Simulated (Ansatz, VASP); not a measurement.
# Two plane-wave programs on MgO

```
Mg O
1.0
     3.66950    0.00000    0.00000
    -1.83475    3.17788    0.00000
     0.00000    0.00000    4.26460
Mg O
2 2
Direct
  0.66667 0.33333 0.75000
  0.33333 0.66667 0.25000
  0.66667 0.33333 0.25000
  0.33333 0.66667 0.75000
```

Alike in both runs: task single point; functional PBEsol; k mesh 9 × 9 × 6; occupations gaussian, width 0.05 eV; no spin polarisation.

|  | VASP | Ansatz |
| --- | --- | --- |
| version | VASP 6.6.1 | Ansatz 0.2.0 |
| potentials or method | VASP PAW PBE potentials, release 64 (Mg, O), cutoff 520 eV | scalar-relativistic, plane waves, PAW |
| valence electrons in the cell | 16 | 32 |

```tsv
	VASP	Ansatz	Ansatz less VASP
gap on the k mesh at the Fermi level (eV)	2.78	2.79	+0.010
least direct gap on the mesh (eV)	2.78	2.79	+0.010
pressure (GPa)	-11.9	-11.4	+0.50
traceless stress, the component that is largest in VASP (GPa)	1.33	1.39	+0.055
```

VASP's potentials were made for PBE, not for PBEsol, and Ansatz warns of the same on its side. VASP's potentials hold 16 valence electrons a cell and Ansatz's 32, so a difference there can come from the potentials and not from the codes.
